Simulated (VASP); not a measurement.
# Be2H3Br (P-4m2) in VASP: notebook, part 2 of 2

VASP 6.6.1.

**3. Relaxation of cell and atoms, PBE**

This run uses another cell than the first one, of 9.26 Å³/atom, 0.998 times its volume.

INCAR reads:

```
PREC = Accurate ; ENCUT = 600
EDIFF = 1E-6 ; ISMEAR = 0
SIGMA = 0.1 ; LREAL = F
LASPH = T ; NELM = 100
ALGO = Normal ; ISIF = 3
LWAVE = F ; LCHARG = F
GGA = PE ; IBRION = 2
NSW = 100 ; EDIFFG = -0.01
```

KPOINTS reads:

```
Automatic mesh
0
Gamma
  12 12 8
```

POSCAR reads:

```
Be2H3Br
1.0
    3.3697657828      0.0000000000      0.0000000000
    0.0000000000      3.3697657828      0.0000000000
    0.0000000000      0.0000000000      4.8906108369
Be H Br
2 3 1
Direct
    0.5000000000      0.0000000000      0.6525085415
    0.0000000000      0.5000000000      0.3474914585
    0.5000000000      0.5000000000      0.5000000000
    0.0000000000      0.0000000000      0.5000000000
    0.5000000000      0.5000000000      0.0000000000
    0.0000000000      0.0000000000      0.0000000000
```

Potentials or basis: VASP PAW PBE potentials, release 64 (Be, H, Br).

Started as:

```bash
$ cat potpaw_PBE.64/Be/POTCAR potpaw_PBE.64/H/POTCAR potpaw_PBE.64/Br/POTCAR > POTCAR
$ mpirun -np 1 vasp_std > vasp.out
```

OUTCAR:

```text
PREC = Accurate
   ENCUT = 600
   EDIFF = 1E-6
   ISMEAR = 0
   LREAL = F
   LASPH = T
   NELM = 100
   ISIF = 3
   GGA = PE
   IBRION = 2
   NSW = 100
   EDIFFG = -0.01

 ion  position               nearest neighbor table
   1  0.500  0.000  0.653-   6 2.39   6 2.39
   2  0.000  0.500  0.347-   6 2.39   6 2.39
   3  0.500  0.500  0.500-
   4  0.000  0.000  0.500-
   5  0.500  0.500  0.000-
   6  0.000  0.000  0.000-   1 2.39   2 2.39   2 2.39   1 2.39

  LATTYP: Found a simple tetragonal cell.
 ALAT       =     3.3697657828
 C/A-ratio  =     1.4513207006

  Lattice vectors:

 A1 = (   3.3697657828,   0.0000000000,   0.0000000000)
 A2 = (   0.0000000000,   3.3697657828,   0.0000000000)
 A3 = (   0.0000000000,   0.0000000000,   4.8906108369)

Analysis of symmetry for initial positions (statically):
[... 356 lines left out ...]
 cond. band min:       4.8489354475   @ k =   0.3333   0.1667   0.0000
 fundamental gap:      0.0039467345
 Fermi energy:         4.8458249970

 k-point     1 :       0.0000    0.0000    0.0000
  band No.  band energies     occupation
      1     -13.1102      2.00000
      2      -4.6081      2.00000
      3      -2.4847      2.00000
      4       0.7480      2.00000
      5       0.7480      2.00000
      6       1.6401      2.00000
      7       4.2128      2.00000
      8       7.4539      0.00000
      9       7.4539      0.00000
     10       8.0807      0.00000
     11       9.7527      0.00000
[... 309 lines left out ...]
 k-point    24 :       0.4167    0.3333    0.0000
  band No.  band energies     occupation
      1     -12.0689      2.00000
      2      -3.3070      2.00000
      3      -1.7882      2.00000
      4      -1.5075      2.00000
      5      -1.0160      2.00000
      6      -0.7089      2.00000
      7       3.0015      2.00000
      8       5.0723      0.00136
      9       6.0571      0.00000
     10       6.3704      0.00000
     11       7.8565      0.00000

 [... further k-points ...]
[... 5 lines left out ...]
  --------------------------------------------------------------------------------------
  -------------------------------------------------------------------------------------
  Total       -0.0195091     -0.0195091      0.0058221      0.0000000      0.0000000     -0.0000000
  in kB       -0.5611260     -0.5611260      0.1674567      0.0000000      0.0000000     -0.0000000
  external PRESSURE =      -0.3182651 kB  Pullay stress =       0.0000000 kB
[... 21 lines left out ...]
  FREE ENERGIE OF THE ION-ELECTRON SYSTEM (eV)
  ---------------------------------------------------
  free  energy   TOTEN  =       -15.3177960709 eV

  energy  without entropy=      -15.3099562331  energy(sigma->0) =      -15.31387615

 reached required accuracy - stopping structural energy minimisation
```

Run time: 89 s. Hardware: 1 thread of Intel Xeon 6975P-C (Granite Rapids), shared host; peak memory 0.27 GiB.

What came out:

```yaml
Free_energy: -15.3178 eV
Relaxed_volume: 9.28 Å³/atom
Relaxed_cell: a = 3.370 Å, b = 3.370 Å, c = 4.905 Å, α = 90.00°, β = 90.00°, γ = 90.00°
Space_group_after_relaxing_to_0.05_Å: P-4m2 (No. 115)
Energy_gained_by_relaxing: 0.3 meV/atom
Ionic_steps: 5
Pressure_after_relaxing: 0.0 GPa
Largest_force_after_relaxing: 0.006 eV/Å
Band_gap_on_the_k_mesh: zero (band 7 reaches 5.96 eV, above the bottom of band 8 at 3.43 eV)
```

Forces on the atoms (eV/Å):
```
Be   0.000  0.000 -0.006
Be   0.000  0.000  0.006
H    0.000  0.000  0.000
H    0.000  0.000  0.000
H    0.000  0.000  0.000
Br   0.000  0.000  0.000
```

Step by step:
| step | energy change (eV) | largest force (eV/Å) | pressure (GPa) | volume (Å³) |
| --- | --- | --- | --- | --- |
| 1 | 0.0000 | 0.0562 | 0.31 | 55.53 |
| 2 | -0.0005 | 0.0475 | 0.12 | 55.68 |
| 3 | -0.0008 | 0.0345 | -0.19 | 55.91 |
| 4 | -0.0011 | 0.0271 | -0.16 | 55.86 |
| 5 | -0.0015 | 0.0057 | -0.03 | 55.70 |

Final structure:
```cif
data_structure
_symmetry_space_group_name_H-M 'P 1'
_symmetry_Int_Tables_number 1
_cell_length_a 3.3701
_cell_length_b 3.3701
_cell_length_c 4.9046
_cell_angle_alpha 90.000
_cell_angle_beta 90.000
_cell_angle_gamma 90.000
_cell_volume 55.70
loop_
_atom_site_label
_atom_site_type_symbol
_atom_site_fract_x
_atom_site_fract_y
_atom_site_fract_z
_atom_site_occupancy
Be1 Be 0.50000 0.00000 0.64830 1
Be2 Be 0.00000 0.50000 0.35170 1
H1 H 0.50000 0.50000 0.50000 1
H2 H 0.00000 0.00000 0.50000 1
H3 H 0.50000 0.50000 0.00000 1
Br1 Br 0.00000 0.00000 0.00000 1
```

Levels at points of the mesh, in eV from the Fermi level:
| k point | band 3 | band 4 | band 5 | band 6 | band 7 | band 8 | band 9 | band 10 | band 11 |
| --- | --- | --- | --- | --- | --- | --- | --- | --- | --- |
| (0.00, 0.00, 0.00) | -7.33 | -4.10 | -4.10 | -3.21 | -0.63 | 2.61 | 2.61 | 3.23 | 4.91 |
| (0.50, 0.00, 0.00) | -6.95 | -6.30 | -6.01 | -3.46 | -0.22 | 1.48 | 3.37 | 3.54 | 4.59 |
| (0.50, 0.50, 0.00) | -7.01 | -6.87 | -5.93 | -5.69 | -2.36 | -0.21 | -0.21 | 2.53 | 2.53 |
| (0.00, 0.00, 0.50) | -4.78 | -3.91 | -3.91 | -2.92 | -1.36 | 1.17 | 1.17 | 2.31 | 3.72 |
| (0.50, 0.00, 0.50) | -8.65 | -7.46 | -3.37 | -2.62 | 1.11 | 2.63 | 3.11 | 3.68 | 3.83 |
| (0.50, 0.50, 0.50) | -6.89 | -6.89 | -6.38 | -3.91 | -1.55 | -1.42 | -1.42 | 4.36 | 5.17 |

**4. Single point, PBE**

This run uses another cell than the first one, of 9.84 Å³/atom, 1.060 times its volume.

INCAR reads:

```
PREC = Accurate
ENCUT = 520
EDIFF = 1E-6
ISMEAR = 0
SIGMA = 0.1
LREAL = False
LASPH = True
NELM = 100
ALGO = Normal
ISIF = 2
LWAVE = False
LCHARG = False
GGA = PE
NBANDS = 16
```

KPOINTS reads:

```
regular mesh
0
Gamma
  6 6 4
```

POSCAR reads:

```
Be2H3Br
1.0
    3.4685369700      0.0000000000      0.0000000000
    0.0000000000      3.4685369700      0.0000000000
    0.0000000000      0.0000000000      4.9052520300
Be H Br
2 3 1
Direct
    0.5000000000      0.0000000000      0.7500000000
    0.0000000000      0.5000000000      0.2500000000
    0.5000000000      0.5000000000      0.5000000000
    0.0000000000      0.0000000000      0.5000000000
    0.5000000000      0.5000000000      0.0000000000
    0.0000000000      0.0000000000      0.0000000000
```

Started as:

```bash
$ cat potpaw_PBE.64/Be/POTCAR potpaw_PBE.64/H/POTCAR potpaw_PBE.64/Br/POTCAR > POTCAR
$ mpirun -np 1 vasp_std > vasp.out
```

Wall time 10 s (1 thread of Intel Xeon 6975P-C (Granite Rapids), shared host); peak memory 0.18 GiB.

The run converged. Its results:

```yaml
Free_energy: -14.5466 eV
Pressure: 4.7 GPa
Largest_force: 2.070 eV/Å
Band_gap_on_the_k_mesh: zero (band 7 reaches 4.95 eV, above the bottom of band 8 at 3.97 eV)
```

Forces in eV/Å, atoms in the order of the input:
```
Be   0.000  0.000 -2.070
Be   0.000  0.000  2.070
H    0.000  0.000  0.000
H    0.000  0.000  0.000
H    0.000  0.000  0.000
Br   0.000  0.000  0.000
```

Stress tensor (GPa, compression positive):
```
4.58 0.00 0.00
0.00 4.58 0.00
0.00 0.00 5.08
```

Levels at points of the mesh, in eV from the Fermi level:
```csv
k point,band 3,band 4,band 5,band 6,band 7,band 8,band 9,band 10,band 11,band 12
"(0.00, 0.00, 0.00)",-7.32,-6.20,-6.20,-3.70,0.60,1.79,3.51,3.54,3.54,5.20
"(0.50, 0.00, 0.00)",-7.39,-5.70,-4.63,-4.36,-0.59,0.85,2.00,2.99,5.19,5.79
"(0.50, 0.50, 0.00)",-8.56,-7.11,-5.95,-3.37,-1.59,0.73,0.73,1.87,3.54,3.54
"(0.00, 0.00, 0.50)",-6.14,-6.14,-4.28,-3.79,0.04,2.02,2.19,2.19,2.22,7.43
"(0.50, 0.00, 0.50)",-8.57,-5.66,-5.35,-1.81,-0.39,2.15,3.22,3.61,3.84,4.41
"(0.50, 0.50, 0.50)",-8.52,-8.13,-5.01,-4.00,-0.48,-0.37,-0.37,4.79,6.49,6.49
```

Caveat: forces of over 1 eV/Å act on the atoms, so gaps and moduli don't describe the material at rest.

**5. Overview**

```tsv
task	cell	k mesh	cutoff (eV)	gap on the mesh (eV)	pressure (GPa)	largest force (eV/Å)
single point	a = 3.368, b = 3.368, c = 4.905 Å, 6 atoms	12 × 12 × 8	520	none	0.0	-
relaxation of cell and atoms	relaxed from a = 3.370, b = 3.370, c = 4.891 Å, 6 atoms	12 × 12 × 8	600	none	0.0	0.01
single point	a = 3.469, b = 3.469, c = 4.905 Å, 6 atoms	6 × 6 × 4	520	none	4.7	2.07
```

Alike in all rows: level PBE; potentials or basis VASP PAW PBE potentials, release 64 (Be, H, Br); no spin polarisation; smearing gaussian 0.1 eV.

Caveats: forces of over 1 eV/Å act on the atoms, so gaps and moduli don't describe the material at rest (some runs).

Total energies depend on the potentials used, so only differences within one code and one set of settings carry meaning.
